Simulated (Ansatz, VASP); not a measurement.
**One calculation of Ge, two programs**

File INCAR:

```
SYSTEM = Ge
PREC = Accurate
ENCUT = 520
EDIFF = 1E-8
ISMEAR = -1
SIGMA = 0.05
LREAL = .FALSE.
LASPH = .TRUE.
NELM = 80
ALGO = Normal
ISIF = 2
LWAVE = .FALSE.
LCHARG = .FALSE.
GGA = PE
LEFG = .TRUE.
NBANDS = 21
```

KPOINTS

```
Automatic mesh
0
G
  8 8 8
  0 0 0
```

The input POSCAR:

```
Ge
1.0
    4.0904100000      0.0000000000      0.0000000000
   -2.0452000000      3.5424000000      0.0000000000
    0.0000000000      0.0000000000      3.3265800000
Ge
2
Direct
    0.6666700000      0.3333300000      0.1408600000
    0.3333300000      0.6666700000      0.8591400000
```

The input input.yaml:

```yaml
crystal:
  lattice:
    - [4.09041, 0.0, 0.0]
    - [-2.0452, 3.5424, 0.0]
    - [0.0, 0.0, 3.32658]
  atoms:
    - { symbol: Ge, position: [0.66667, 0.33333, 0.14086] }
    - { symbol: Ge, position: [0.33333, 0.66667, 0.85914] }
kpoints:
  mp_grid: { grid: [8, 8, 8] }
scf:
  occupations: { method: fermi_dirac, width: 0.05 }
hamiltonian:
  xc: pbe
  pseudopotentials: { kind: all_electron, datasets: crystal }
output:
  forces: true
  stress: true
  eigenvalues: true
  efg: {}
```

Alike in both runs: task electric field gradients; functional PBE; k mesh 8 × 8 × 8; occupations fermi-dirac, width 0.05 eV; no spin polarisation.

|  | VASP | Ansatz |
| --- | --- | --- |
| version | VASP 6.6.1 | Ansatz 0.2.0 |
| potentials or method | VASP PAW PBE potentials, release 64 (Ge_d), cutoff 520 eV | all-electron PAW datasets made for the crystal |

VASP gave:

```
gap on the k mesh at the Fermi level (eV)                     : none
pressure (GPa)                                                : -1.6
traceless stress, the component that is largest in VASP (GPa) : -2.60
size of Vzz on the site where it differs most (V/Å²)          : 106.3
```

Question: Estimate Ansatz's values.

Answer: gap on the k mesh at the Fermi level (eV): none; pressure (GPa): -1.6; traceless stress, the component that is largest in VASP (GPa): -2.60; size of Vzz on the site where it differs most (V/Å²): 110.9.

A gap of «none» marks a metal or a gap that the smearing closes. Ansatz ran all-electron here, and VASP with PAW potentials.
